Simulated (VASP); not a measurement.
Set up this calculation in VASP 6.6.1, as the native input.

```yaml
Task: single point
Functional: HSE06
Potentials_or_basis: VASP PAW PBE potentials, release 64 (Na_pv, H, F)
Cutoff: 520 eV
k_mesh: 4 × 4 × 4
Occupations: fermi-dirac, width 0.02 eV
Spin: no spin polarisation
Dipole_correction: no
Grid_for_exact_exchange_PRECFOCK: Normal
Further_INCAR_settings: ALGO = Normal; EDIFF = 1e-06; NBANDS = 19
Share_of_exact_exchange: 0.25
Screening_parameter: 0.2079 1/Å
```

Crystal: NaHF2.

```
CELL_PARAMETERS angstrom
1.71356 0.98933 4.57129
-1.71356 0.98933 4.57129
0.00000 -1.97865 4.57129
ATOMIC_POSITIONS crystal
Na 0.00000 0.00000 0.00000
H 0.50000 0.50000 0.50000
F 0.41720 0.41720 0.41720
F 0.58280 0.58280 0.58280
```

These files were run (other wordings do the same):

POSCAR

```
NaHF2
1.0
    1.7135624000      0.9893257100      4.5712872300
   -1.7135624000      0.9893257100      4.5712872300
    0.0000000000     -1.9786514200      4.5712872300
Na H F
1 1 2
Direct
    0.0000000000      0.0000000000      0.0000000000
    0.5000000000      0.5000000000      0.5000000000
    0.4171989800      0.4171989800      0.4171989800
    0.5828010200      0.5828010200      0.5828010200
```

INCAR.step1

```
ALGO = Normal ; EDIFF = 1E-5
ENCUT = 520 ; GGA = PE
ISIF = 2 ; ISMEAR = -1
LASPH = T ; LCHARG = F
LREAL = F ; LWAVE = T
NBANDS = 19 ; NELM = 60
PREC = Accurate ; SIGMA = 0.02
```

INCAR.step2

```
ALGO = Normal ; EDIFF = 1E-6
ENCUT = 520 ; GGA = PE
HFSCREEN = 0.2079 ; ISIF = 2
ISMEAR = -1 ; ISTART = 1
LASPH = T ; LCHARG = F
LHFCALC = T ; LREAL = F
LWAVE = F ; NBANDS = 19
NELM = 60 ; PREC = Accurate
PRECFOCK = Normal ; SIGMA = 0.02
```

KPOINTS

```
k-points
0
Gamma
  4 4 4
```

Potentials or basis: VASP PAW PBE potentials, release 64 (Na_pv, H, F).

Command:

```bash
$ cat potpaw_PBE.64/Na_pv/POTCAR potpaw_PBE.64/H/POTCAR potpaw_PBE.64/F/POTCAR > POTCAR
$ cp INCAR.step1 INCAR
$ mpirun -np 1 vasp_std > vasp.out
$ cp INCAR.step2 INCAR
$ mpirun -np 1 vasp_std > vasp.out
```

It gave:

The pressure is 0.8 GPa. The largest force is 0.157 eV/Å. The band gap on the k mesh is 9.20 eV.

Caveat: the k points lie up to 0.54 Å⁻¹ apart; the PAW data sets were made with another functional, which shifts forces and pressure a little.

Wall time 23 min on 1 thread of Intel(R) Xeon(R) Platinum 8488C (Sapphire Rapids), on a shared host, peak memory 0.34 GiB.
